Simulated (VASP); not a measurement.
Wanted: the native input for a VASP 6.6.1 run.

* Task: single point
* Functional: PBEsol
* Potentials or basis: VASP PAW PBE potentials, release 64 (B, N)
* Cutoff: 520 eV
* k mesh: 6 × 6 × 10
* Occupations: gaussian, width 0.05 eV
* Spin: no spin polarisation
* Dipole correction: no
* Further INCAR settings: ALGO = Normal; EDIFF = 1e-06; NBANDS = 26

The structure of BN lies in POSCAR:

```
BN
1.0
    4.3652000000      0.0000000000      0.0000000000
    0.0000000000      4.3652000000      0.0000000000
    0.0000000000      0.0000000000      2.3096000000
B N
4 4
Direct
    0.1741337327      0.8258662673      0.5000000000
    0.3258662673      0.3258662673      0.0000000000
    0.6741337327      0.6741337327      0.0000000000
    0.8258662673      0.1741337327      0.5000000000
    0.8123909516      0.8123909516      0.5000000000
    0.3123909516      0.6876090484      0.0000000000
    0.6876090484      0.3123909516      0.0000000000
    0.1876090484      0.1876090484      0.5000000000
```

These files were run (other wordings do the same):

INCAR

```
ALGO = Normal
EDIFF = 1E-6
ENCUT = 520
GGA = PS
ISIF = 2
ISMEAR = 0
LASPH = T
LCHARG = F
LREAL = F
LWAVE = F
NBANDS = 26
NELM = 80
PREC = Accurate
SIGMA = 0.05
```

KPOINTS

```
k-points
0
Gamma
  6 6 10
```

Potentials or basis: VASP PAW PBE potentials, release 64 (B, N).

The run is started by

```console
$ cat potpaw_PBE.64/B/POTCAR potpaw_PBE.64/N/POTCAR > POTCAR
$ mpirun -np 1 vasp_std > vasp.out
```

Results of the run:

The pressure is 56.7 GPa. The largest force is 1.174 eV/Å and the band gap on the k mesh is 4.27 eV, indirect (least direct gap 5.82 eV).

Caveat: the PAW data sets were made with another functional, which shifts forces and pressure a little.

Wall time 18 s on 1 thread of Intel(R) Xeon(R) 6975P-C (Granite Rapids), on a shared host, peak memory 0.17 GiB.
